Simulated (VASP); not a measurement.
# Ti (Cmcm) in VASP: further runs, part 2 of 2

VASP 6.6.1.

**3. Single point, PBEsol (atoms displaced along a vibrational mode)**

File INCAR:

```
ALGO = Fast ; EDIFF = 1E-6
ENCUT = 520 ; GGA = PS
ISIF = 2 ; ISMEAR = 0
LASPH = T ; LCHARG = F
LREAL = F ; LWAVE = F
NBANDS = 19 ; NELM = 80
PREC = Accurate ; SIGMA = 0.15
```

File KPOINTS:

```
k-points
0
Gamma
  14 14 14
```

File POSCAR:

```
Ti
1.0
    0.0000000000     -3.2099008398      0.0000000000
   -3.2099008398      0.0000000000      0.0000000000
    0.0000000000      0.0000000000     -3.2099008398
Ti
2
Direct
    0.5229290572      0.5229290572      0.5000000000
   -0.0229290572     -0.0229290572      0.0000000000
```

Potentials or basis: VASP PAW PBE potentials, release 64 (Ti_sv).

Started as:

```console
> cat potpaw_PBE.64/Ti_sv/POTCAR > POTCAR
> mpirun -np 1 vasp_std > vasp.out
```

OUTCAR:

```text
EDIFF = 1E-6
   ENCUT = 520
   GGA = PS
   ISIF = 2
   ISMEAR = 0
   LASPH = T
   LREAL = F
   NELM = 80
   PREC = Accurate

 ion  position               nearest neighbor table
   1  0.523  0.523  0.500-   2 2.61   2 2.61   2 2.79   2 2.79   2 2.79   2 2.79
   2  0.977  0.977  0.000-   1 2.61   1 2.61   1 2.79   1 2.79   1 2.79   1 2.79

  LATTYP: Found a simple cubic cell.
 ALAT       =     3.2099008398

  Lattice vectors:

 A1 = (   0.0000000000,  -3.2099008398,   0.0000000000)
 A2 = (  -3.2099008398,   0.0000000000,   0.0000000000)
[... 192 lines left out ...]
      5     -24.1345      2.00000
      6     -23.6312      2.00000
[... 505 lines left out ...]
      6     -23.7564      2.00000
[... 11 lines left out ...]
     18      11.6348      0.00000
     19      12.4880      0.00000

 [... further k-points ...]
[... 5 lines left out ...]
  --------------------------------------------------------------------------------------
  -------------------------------------------------------------------------------------
  Total        0.1468640      0.1468640      0.3157359      0.3197928      0.0000000      0.0000000
  in kB        7.1146075      7.1146075     15.2953583     15.4918927      0.0000000      0.0000000
  external PRESSURE =       9.8415244 kB  Pullay stress =       0.0000000 kB

 VOLUME and BASIS-vectors are now :
 -----------------------------------------------------------------------------
  energy-cutoff  :      520.00
  volume of cell :       33.07
      direct lattice vectors                 reciprocal lattice vectors
     0.000000000 -3.209900840  0.000000000     0.000000000 -0.311536103  0.000000000
    -3.209900840  0.000000000  0.000000000    -0.311536103  0.000000000  0.000000000
     0.000000000  0.000000000 -3.209900840     0.000000000  0.000000000 -0.311536103

 POSITION                                       TOTAL-FORCE (eV/Angst)
 -----------------------------------------------------------------------------------
     -1.67855     -1.67855     -1.60495         0.799581      0.799581      0.000000
     -3.13630     -3.13630      0.00000        -0.799581     -0.799581      0.000000
 -----------------------------------------------------------------------------------
    total drift:                               -0.000000     -0.000000      0.000000

  FREE ENERGIE OF THE ION-ELECTRON SYSTEM (eV)
  ---------------------------------------------------
  free  energy   TOTEN  =       -16.3856729297 eV

  energy  without entropy=      -16.3364189755  energy(sigma->0) =      -16.36104595
```

OSZICAR:

```text
N       E                     dE             d eps       ncg     rms          rms(c)
DAV:   1     0.252387822422E+03    0.25239E+03   -0.12220E+04 17347   0.157E+03
DAV:   2     0.677247068272E+01   -0.24562E+03   -0.24164E+03 17732   0.441E+02
DAV:   3    -0.176390200447E+02   -0.24411E+02   -0.24034E+02 32233   0.119E+02
[... 27 lines left out ...]
RMM:  31    -0.163856691171E+02   -0.18126E-05   -0.21320E-05 20984   0.191E-02    0.250E-03
RMM:  32    -0.163856703233E+02   -0.12062E-05   -0.14878E-05 20295   0.175E-02    0.303E-03
RMM:  33    -0.163856714572E+02   -0.11339E-05   -0.13543E-05 21055   0.164E-02    0.262E-03
RMM:  34    -0.163856722690E+02   -0.81181E-06   -0.10211E-05 19300   0.146E-02    0.336E-03
RMM:  35    -0.163856729297E+02   -0.66069E-06   -0.83532E-06 19201   0.135E-02
   1 F= -.16385673E+02 E0= -.16361046E+02  d E =-.492540E-01
```

Wall time 11 min (1 thread of Intel Xeon 8259CL, shared host); peak memory 0.33 GiB.

What came out:

```
Free energy            : -16.3857 eV
Pressure               : 1.0 GPa
Largest force          : 1.131 eV/Å
Band gap on the k mesh : zero (bands 12 and 13 overlap by 1.51 eV)
```

Forces on the atoms (eV/Å):
```
Ti   0.800  0.800  0.000
Ti  -0.800 -0.800  0.000
```

Stress tensor (GPa, compression positive):
```
0.71 1.55 0.00
1.55 0.71 0.00
0.00 0.00 1.53
```

Caveat: the cell differs from its parent crystal (atoms displaced along a vibrational mode); the PAW data sets were made with another functional, which shifts forces and pressure a little.

**4. Single point, PBEsol (atoms displaced along a vibrational mode)**

File INCAR:

```
SYSTEM = Ti
PREC = Accurate
ENCUT = 520
EDIFF = 1E-6
ISMEAR = 0
SIGMA = 0.15
LREAL = .FALSE.
LASPH = .TRUE.
NELM = 60
ALGO = Fast
ISIF = 2
LWAVE = .FALSE.
LCHARG = .TRUE.
GGA = PS
LELF = .TRUE.
LVHAR = .TRUE.
NBANDS = 19
```

File KPOINTS:

```
regular mesh
0
G
  14 14 14
  0 0 0
```

File POSCAR:

```
Ti
1.0
    0.0000000000     -3.2099008398      0.0000000000
   -3.2099008398      0.0000000000      0.0000000000
    0.0000000000      0.0000000000     -3.2099008398
Ti
2
Direct
    0.5458581144      0.5458581144      0.5000000000
   -0.0458581144     -0.0458581144      0.0000000000
```

Started as:

```console
> cat potpaw_PBE.64/Ti_sv/POTCAR > POTCAR
> mpirun -np 1 vasp_std > vasp.out
```

Wall time 9.6 min (1 thread of Intel Xeon 8259CL, shared host); peak memory 0.33 GiB.

It converged, with:

```yaml
Free_energy: -16.0142 eV
Pressure: 3.1 GPa
Largest_force: 2.371 eV/Å
Band_gap_on_the_k_mesh: zero (bands 12 and 13 overlap by 1.27 eV)
```

Forces on the atoms (eV/Å):
```
Ti   1.676  1.676  0.000
Ti  -1.676 -1.676  0.000
```

Stress tensor (GPa, compression positive):
```
1.23 3.25 0.00
3.25 1.23 0.00
0.00 0.00 6.79
```

Levels at points of the mesh, in eV from the Fermi level:
```
           k point  band 8  band 9  band 10  band 11  band 12  band 13  band 14  band 15  band 16  band 17
(0.00, 0.00, 0.00)  -31.92   -5.93    -2.41    -2.06     0.59     1.28     1.40     2.24     3.04     3.66
(0.50, 0.00, 0.00)  -32.03   -2.58    -2.47    -1.27     0.21     0.70     1.02     1.84     2.49     2.56
(0.00, 0.00, 0.50)  -32.06   -2.54    -2.54    -0.82    -0.82     0.88     0.88     2.52     2.52     3.23
(0.50, 0.50, 0.00)  -31.97   -2.62    -2.56    -0.60    -0.45     1.06     1.38     2.90     2.92     3.65
(0.00, 0.50, 0.50)  -31.92   -2.45    -2.45    -0.22    -0.22     1.22     1.22     3.01     3.01     3.32
(0.50, 0.50, 0.50)  -32.02   -0.85    -0.85    -0.61    -0.61     0.03     0.03     3.33     3.33     3.35
```

Caveat: the cell differs from its parent crystal (atoms displaced along a vibrational mode); the cell stands under pressure; the PAW data sets were made with another functional, which shifts forces and pressure a little.

**5. Overview**

| cell | further INCAR settings | gap on the mesh (eV) | pressure (GPa) | largest force (eV/Å) |
| --- | --- | --- | --- | --- |
| as given, atomic positions A | ALGO = Fast; EDIFF = 1e-07; NBANDS = 19 | none | 3.5 | 2.70 |
| as given, atomic positions B | ALGO = Fast; EDIFF = 1e-06; NBANDS = 19 | none | 1.0 | 1.13 |
| as given, atomic positions C | ALGO = Fast; EDIFF = 1e-06; NBANDS = 19 | none | 3.1 | 2.37 |

Alike in all rows: task single point; level PBEsol; potentials or basis VASP PAW PBE potentials, release 64 (Ti_sv); no spin polarisation; k mesh 14 × 14 × 14; cutoff (eV) 520; smearing gaussian 0.15 eV.

Caveats: the PAW data sets were made with another functional, which shifts forces and pressure a little; the cell stands under pressure (at least some runs).

Absolute energies hang on the potentials; compare differences alone.
